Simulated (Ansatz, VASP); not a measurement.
Sb: VASP beside Ansatz

```
Sb
1.0
     3.33591    0.00000    0.00000
     0.00000    3.33591    0.00000
     0.00000    0.00000    2.83552
Sb
1
Cartesian
  0.0000 0.0000 0.0000
```

Alike in both runs: task single point; functional PBE; k mesh 16 × 16 × 16; occupations gaussian, width 0.15 eV; no spin polarisation.

```csv
,VASP,Ansatz
version,VASP 6.6.1,Ansatz 0.2.0
potentials or method,"VASP PAW PBE potentials, release 64 (Sb), cutoff 520 eV","scalar-relativistic, plane waves, PAW"
valence electrons in the cell,5,15
```

```tsv
	VASP	Ansatz	Ansatz less VASP
gap on the k mesh at the Fermi level (eV)	none	none	-
pressure (GPa)	0.5	0.5	-0.01
traceless stress, the component that is largest in VASP (GPa)	14.34	14.26	-0.082
```

A gap of «none» marks a metal or a gap that the smearing closes. VASP's potentials hold 5 valence electrons a cell and Ansatz's 15, so a difference there can come from the potentials and not from the codes.

Spin-orbit coupling is off throughout.
